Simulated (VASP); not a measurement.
Set up this calculation in VASP 6.6.1, as the native input.

```
Task                   : relaxation of cell and atoms
Functional             : PBE
Potentials or basis    : VASP PAW PBE potentials, release 64 (Ta_pv, Cr_pv)
Cutoff                 : 600 eV
k mesh                 : 12 × 12 × 12
Occupations            : gaussian, width 0.1 eV
Spin                   : no spin polarisation
Dipole correction      : no
Further INCAR settings : ALGO = Fast; EDIFF = 1e-07; IBRION = 2; EDIFFG = -0.01; NSW = 100; ISIF = 3
```

The structure of Ta3Cr lies in POSCAR:

```
Ta3Cr
1.0
    4.1016440954      0.0000000000      0.0000000000
    0.0000000000      4.1016440954      0.0000000000
    0.0000000000      0.0000000000      4.1016440954
Ta Cr
3 1
Direct
    0.0000000000      0.5000000000      0.5000000000
    0.5000000000      0.0000000000      0.5000000000
    0.5000000000      0.5000000000      0.0000000000
    0.0000000000      0.0000000000      0.0000000000
```

These files were run (other wordings do the same):

INCAR

```
SYSTEM = Ta3Cr
PREC     = Accurate       ! precision mode
ENCUT    = 600            ! plane-wave cutoff, eV
EDIFF    = 1E-7           ! SCF threshold, eV
ISMEAR   = 0              ! smearing method
SIGMA    = 0.1            ! smearing width, eV
LREAL    = .FALSE.        ! projectors in reciprocal space
LASPH    = .TRUE.         ! aspherical terms in the spheres
NELM     = 100            ! most SCF steps
ALGO     = Fast           ! electronic algorithm
ISIF     = 3              ! what is computed and relaxed
LWAVE    = .FALSE.        ! write WAVECAR
LCHARG   = .FALSE.        ! write CHGCAR
GGA      = PE             ! functional
IBRION   = 2              ! ionic algorithm
NSW      = 100            ! ionic steps
EDIFFG   = -0.01          ! ionic threshold
```

KPOINTS

```
regular mesh
0
G
  12 12 12
  0 0 0
```

Potentials or basis: VASP PAW PBE potentials, release 64 (Ta_pv, Cr_pv).

Run with:

```bash
$ cat potpaw_PBE.64/Ta_pv/POTCAR potpaw_PBE.64/Cr_pv/POTCAR > POTCAR
$ mpirun -np 1 vasp_std > vasp.out
```

It gave:

```
Relaxed volume                         : 17.21 Å³/atom
Relaxed cell                           : a = 4.099 Å, b = 4.099 Å, c = 4.099 Å, α = 90.00°, β = 90.00°, γ = 90.00°
Space group after relaxing (to 0.05 Å) : Pm-3m (No. 221)
Energy gained by relaxing              : 0.7 meV/atom
Ionic steps                            : 3
Pressure after relaxing                : -0.1 GPa
```

Run time: 20 min on 1 thread of Intel Xeon 6975P-C, with other jobs on the host, peak memory 0.35 GiB.
